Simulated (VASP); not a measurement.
# ScRu3 (Pm-3m) in VASP: single point with LDA

Aim: the single point of ScRu3 with LDA.

All numbers are computed with VASP 6.6.1; they aren't measurements. Logs are shortened: lines on timing, memory, paths and dates and some standing lists are left out, and cuts for length are marked.

### 1 The cell of the first run

Symmetry: Pm-3m, No. 221, cubic system. Conventional cell: a = 3.808 Å, b = 3.808 Å, c = 3.808 Å, α = 90.00°, β = 90.00°, γ = 90.00°. Sc (site symmetry m-3m) has 12 Ru at 2.69 Å within 3.6 Å. Within 3.6 Å of Ru (site symmetry 4/mmm) lie 4 Sc at 2.69 Å and 8 Ru at 2.69 Å.

### 2 Single point, LDA (strained)

The input, INCAR:

```
ALGO     = Normal         # electronic algorithm
EDIFF    = 1E-6           # SCF threshold, eV
ENCUT    = 560            # plane-wave cutoff, eV
GGA      = CA             # functional
GGA_COMPAT= False        
ISIF     = 2              # what is computed and relaxed
ISMEAR   = 0              # smearing method
LASPH    = True           # aspherical terms in the spheres
LCHARG   = True           # write CHGCAR
LELF     = True           # ELF
LREAL    = False          # projectors in reciprocal space
LVHAR    = True         
LWAVE    = False          # write WAVECAR
NBANDS   = 38             # bands
NELM     = 120            # most SCF steps
PREC     = Accurate       # precision mode
SIGMA    = 0.1            # smearing width, eV
```

The input, KPOINTS:

```
k-points
0
Gamma
  10 10 10
```

The input, POSCAR:

```
ScRu3
1.0
    3.8079959666      0.0000000000      0.0000000000
    0.0000000000      3.8079959666      0.0000000000
    0.0000000000      0.0000000000      3.8079959666
Sc Ru
1 3
Direct
    0.0000000000      0.0000000000      0.0000000000
    0.0000000000      0.5000000000      0.5000000000
    0.5000000000      0.0000000000      0.5000000000
    0.5000000000      0.5000000000      0.0000000000
```

Potentials or basis: VASP PAW LDA potentials, release 64 (Sc_sv, Ru_sv).

Command:

```sh
cat potpaw_LDA.64/Sc_sv/POTCAR potpaw_LDA.64/Ru_sv/POTCAR > POTCAR
mpirun -np 1 vasp_std > vasp.out
```

OUTCAR:

```text
EDIFF = 1E-6
   ENCUT = 560
   GGA = CA
   ISIF = 2
   ISMEAR = 0
   LASPH = True
   LREAL = False
   NELM = 120
   PREC = Accurate

 ion  position               nearest neighbor table
   1  0.000  0.000  0.000-   2 2.69   3 2.69   4 2.69   2 2.69   3 2.69   2 2.69   4 2.69   2 2.69
                             3 2.69   4 2.69   3 2.69   4 2.69
   2  0.000  0.500  0.500-   1 2.69   3 2.69   4 2.69   1 2.69   4 2.69   1 2.69   3 2.69   1 2.69
                             3 2.69   4 2.69   4 2.69   3 2.69
   3  0.500  0.000  0.500-   1 2.69   2 2.69   4 2.69   1 2.69   4 2.69   2 2.69   4 2.69   4 2.69
                             1 2.69   2 2.69   1 2.69   2 2.69
   4  0.500  0.500  0.000-   1 2.69   2 2.69   3 2.69   2 2.69   3 2.69   1 2.69   3 2.69   3 2.69
                             1 2.69   2 2.69   2 2.69   1 2.69

  LATTYP: Found a simple cubic cell.
 ALAT       =     3.8079959666

  Lattice vectors:

 A1 = (   3.8079959666,   0.0000000000,   0.0000000000)
 A2 = (   0.0000000000,   3.8079959666,   0.0000000000)
 A3 = (   0.0000000000,   0.0000000000,   3.8079959666)

Analysis of symmetry for initial positions (statically):
=====================================================================
 Subroutine PRICEL returns:
 Original cell was already a primitive cell.

 Routine SETGRP: Setting up the symmetry group for a
 simple cubic supercell.

 Subroutine GETGRP returns: Found 48 space group operations
 (whereof 48 operations were pure point group operations)
 out of a pool of 48 trial point group operations.

The static configuration has the point symmetry O_h .

Analysis of symmetry for dynamics (positions and initial velocities):
=====================================================================
 Subroutine PRICEL returns:
 Original cell was already a primitive cell.

 Routine SETGRP: Setting up the symmetry group for a
 simple cubic supercell.

 Subroutine GETGRP returns: Found 48 space group operations
 (whereof 48 operations were pure point group operations)
 out of a pool of 48 trial point group operations.

The dynamic configuration has the point symmetry O_h .

 Subroutine INISYM returns: Found 48 space group operations
 (whereof 48 operations are pure point group operations),
 and found     1 'primitive' translations

----------------------------------------------------------------------------------------

                                     Primitive cell

  volume of cell :      55.2191

  direct lattice vectors                    reciprocal lattice vectors
     3.807995967  0.000000000  0.000000000     0.262605320  0.000000000  0.000000000
     0.000000000  3.807995967  0.000000000     0.000000000  0.262605320  0.000000000
     0.000000000  0.000000000  3.807995967     0.000000000  0.000000000  0.262605320

  length of vectors
     3.807995967  3.807995967  3.807995967     0.262605320  0.262605320  0.262605320

  position of ions in fractional coordinates (direct lattice)
     0.000000000  0.000000000  0.000000000
     0.000000000  0.500000000  0.500000000
     0.500000000  0.000000000  0.500000000
     0.500000000  0.500000000  0.000000000

  ion indices of the primitive-cell ions
   primitive index   ion index
                 1           1
                 2           2
                 3           3
                 4           4

----------------------------------------------------------------------------------------

 KPOINTS: k-points

Automatic generation of k-mesh.
 Grid dimensions read from file:
 generate k-points for:   10   10   10

 Generating k-lattice:

  Cartesian coordinates                     Fractional coordinates (reciprocal lattice)
     0.026260532  0.000000000  0.000000000     0.100000000  0.000000000  0.000000000
     0.000000000  0.026260532  0.000000000     0.000000000  0.100000000  0.000000000
     0.000000000  0.000000000  0.026260532     0.000000000  0.000000000  0.100000000

  Length of vectors
     0.026260532  0.026260532  0.026260532

  Shift w.r.t. Gamma in fractional coordinates (k-lattice)
     0.000000000  0.000000000  0.000000000

 Subroutine IBZKPT returns following result:
 ===========================================

 Found     56 irreducible k-points:

 Following reciprocal coordinates:
            Coordinates               Weight
  0.000000  0.000000  0.000000      1.000000
  0.100000  0.000000  0.000000      6.000000
  0.200000  0.000000  0.000000      6.000000
  0.300000  0.000000  0.000000      6.000000
  0.400000  0.000000  0.000000      6.000000
  0.500000  0.000000  0.000000      3.000000
[... 16 lines left out ...]
  0.200000  0.100000  0.100000     24.000000
  0.300000  0.100000  0.100000     24.000000
 [... further k-points ...]
   k-points           NKPTS =     56   k-points in BZ     NKDIM =     56   number of bands    NBANDS=     38
   number of dos      NEDOS =    301   number of ions     NIONS =      4
   total plane-waves  NPLWV =  27000
   dimension x,y,z NGX =    30 NGY =   30 NGZ =   30
   dimension x,y,z NGXF=    60 NGYF=   60 NGZF=   60
   ions per type =               1   3
   NGX,Y,Z   is equivalent  to a cutoff of  13.10, 13.10, 13.10 a.u.
   NGXF,Y,Z  is equivalent  to a cutoff of  26.19, 26.19, 26.19 a.u.
 SYSTEM =  unknown system
   PREC   = accura    normal or accurate (medium, high low for compatibility)
   ISTART =      0    job   : 0-new  1-cont  2-samecut
   ICHARG =      2    charge: 1-file 2-atom 10-const
   ISPIN  =      1    spin polarized calculation?
   LNONCOLLINEAR =      F non collinear calculations
   LSORBIT =      F    spin-orbit coupling
   LASPH  =      T    aspherical Exc in radial PAW
   ENCUT  =  560.0 eV  41.16 Ry    6.42 a.u.   7.35  7.35  7.35*2*pi/ulx,y,z
   NELM   =    120;   NELMIN=  2; NELMDL= -5     # of ELM steps
   EDIFF  = 0.1E-05   stopping-criterion for ELM
   LREAL  =      F    real-space projection
[... 7 lines left out ...]
   TEBEG  =    0.0;   TEEND  =   0.0 temperature during run
   PSTRESS=    0.0 pullay stress
   NELECT =      59.0000    total number of electrons
   NUPDOWN=      -1.0000    fix difference up-down
   EMIN   =  10.00;   EMAX   =-10.00  energy-range for DOS
   EFERMI =   0.00;   METHOD = LEGACY
   ISMEAR =     0;   SIGMA  =   0.10  broadening in eV -4-tet -1-fermi 0-gaus
   EFERMI_NEDOS =   21; number of points for ismear=-14 and -15
   IALGO  =     38    algorithm
   IMIX   =      4    mixing-type and parameters
     AMIX     =   0.40;   BMIX     =  1.00
     AMIX_MAG =   1.60;   BMIX_MAG =  1.00
  volume/ion in A,a.u.               =      13.80        93.16
  Fermi-wavevector in a.u.,A,eV,Ry     =   1.673641  3.162723 38.110937  2.801075
  Thomas-Fermi vector in A             =   2.758577
   LORBIT       =      0    0 simple, 1 ext, 2 COOP (PROOUT), +10 PAW based schemes
   GGA     = CA    functional components
   LHFCALC =     F    Hartree Fock is set to
   AEXX    =    0.0000 exact exchange contribution
   IVDW    =     0    specifies the selected vdW correction
   LEPSILON=     F    determine dielectric tensor
   LRPA    =     F    only Hartree local field effects (RPA)
 non-spin polarized calculation
 Gauss-broadening in eV      SIGMA  =   0.10
  energy-cutoff  :      560.00
  volume of cell :       55.22
 maximum number of plane-waves:      1683
 NGX is ok and might be reduce to    30
   NGX = 15   NGY = 15   NGZ = 15

 number of electron      59.0000035 magnetization

 Free energy of the ion-electron system (eV)
  ---------------------------------------------------
  ext. energy  EPLUGINS =         0.00000000
  ---------------------------------------------------
  free energy    TOTEN  =       -38.84743387 eV

  energy without entropy =      -38.81486075  energy(sigma->0) =      -38.83114731

 E-fermi :  12.4674     XC(G=0): -13.9903

 val. band max:       12.4597357982   @ k =   0.4000   0.2000   0.0000
 cond. band min:      12.4811825439   @ k =   0.3000   0.0000   0.0000
 fundamental gap:      0.0214467457
 Fermi energy:        12.4674253183

 k-point     1 :       0.0000    0.0000    0.0000
  band No.  band energies     occupation
      1     -59.4730      2.00000
      2     -59.2962      2.00000
      3     -59.2962      2.00000
      4     -34.7277      2.00000
      5     -30.0106      2.00000
      6     -30.0106      2.00000
[... 30 lines left out ...]
     37      17.4416      0.00000
     38      18.4677      0.00000

 k-point     2 :       0.1000    0.0000    0.0000
  band No.  band energies     occupation
      1     -59.4691      2.00000
      2     -59.3001      2.00000
      3     -59.2962      2.00000
      4     -34.7290      2.00000
      5     -30.0009      2.00000
      6     -30.0009      2.00000
[... 30 lines left out ...]
     37      17.4799      0.00000
     38      18.4572      0.00000

 k-point     3 :       0.2000    0.0000    0.0000
  band No.  band energies     occupation
      1     -59.4581      2.00000
      2     -59.3110      2.00000
      3     -59.2961      2.00000
      4     -34.7324      2.00000
      5     -29.9737      2.00000
      6     -29.9737      2.00000
[... 30 lines left out ...]
     37      17.2417      0.00000
     38      18.4320      0.00000

 k-point     4 :       0.3000    0.0000    0.0000
  band No.  band energies     occupation
      1     -59.4416      2.00000
      2     -59.3275      2.00000
      3     -59.2959      2.00000
      4     -34.7366      2.00000
      5     -29.9355      2.00000
      6     -29.9355      2.00000
[... 30 lines left out ...]
     37      16.8252      0.00000
     38      18.4046      0.00000
[... 703 lines left out ...]
      4     -34.7312      2.00000
      5     -30.0165      2.00000
      6     -29.9554      2.00000
[... 30 lines left out ...]
     37      17.2890      0.00000
     38      18.8523      0.00000

 k-point    23 :       0.2000    0.1000    0.1000
  band No.  band energies     occupation
      1     -59.4511      2.00000
      2     -59.3123      2.00000
      3     -59.3017      2.00000
      4     -34.7339      2.00000
      5     -30.0100      2.00000
      6     -29.9293      2.00000
[... 30 lines left out ...]
     37      17.4358      0.00000
     38      18.2941      0.00000

 k-point    24 :       0.3000    0.1000    0.1000
  band No.  band energies     occupation
      1     -59.4353      2.00000
      2     -59.3280      2.00000
      3     -59.3015      2.00000
      4     -34.7372      2.00000
      5     -29.9848      2.00000
      6     -29.8913      2.00000
[... 30 lines left out ...]
     37      17.1367      0.00000
     38      17.9511      0.00000

 [... further k-points ...]
[... 5 lines left out ...]
  --------------------------------------------------------------------------------------
  -------------------------------------------------------------------------------------
  Total        2.8694795      2.8694795      2.8694795      0.0000000      0.0000000     -0.0000000
  in kB       83.2576731     83.2576731     83.2576731      0.0000000      0.0000000     -0.0000000
  external PRESSURE =      83.2576731 kB  Pullay stress =       0.0000000 kB

 VOLUME and BASIS-vectors are now :
 -----------------------------------------------------------------------------
  energy-cutoff  :      560.00
  volume of cell :       55.22
      direct lattice vectors                 reciprocal lattice vectors
     3.807995967  0.000000000  0.000000000     0.262605320  0.000000000  0.000000000
     0.000000000  3.807995967  0.000000000     0.000000000  0.262605320  0.000000000
     0.000000000  0.000000000  3.807995967     0.000000000  0.000000000  0.262605320

 POSITION                                       TOTAL-FORCE (eV/Angst)
 -----------------------------------------------------------------------------------
      0.00000      0.00000      0.00000         0.000000      0.000000      0.000000
      0.00000      1.90400      1.90400         0.000000      0.000000      0.000000
      1.90400      0.00000      1.90400         0.000000      0.000000      0.000000
      1.90400      1.90400      0.00000         0.000000      0.000000      0.000000
 -----------------------------------------------------------------------------------
    total drift:                                0.000000      0.000000     -0.000000

  FREE ENERGIE OF THE ION-ELECTRON SYSTEM (eV)
  ---------------------------------------------------
  free  energy   TOTEN  =       -38.8474338690 eV

  energy  without entropy=      -38.8148607540  energy(sigma->0) =      -38.83114731
```

Wall time 51 s (1 thread of Intel Xeon 6975P-C (Granite Rapids), shared host); peak memory 0.22 GiB.

What came out:

```
Free energy            : -38.8474 eV
Pressure               : 8.3 GPa
Band gap on the k mesh : zero (an odd number of electrons rules out a gap without spin polarisation)
```

Caveat: the cell differs from its parent crystal (strained); the cell stands under pressure.

The gap in the log of VASP goes by the Fermi energy; the results here count the filled bands.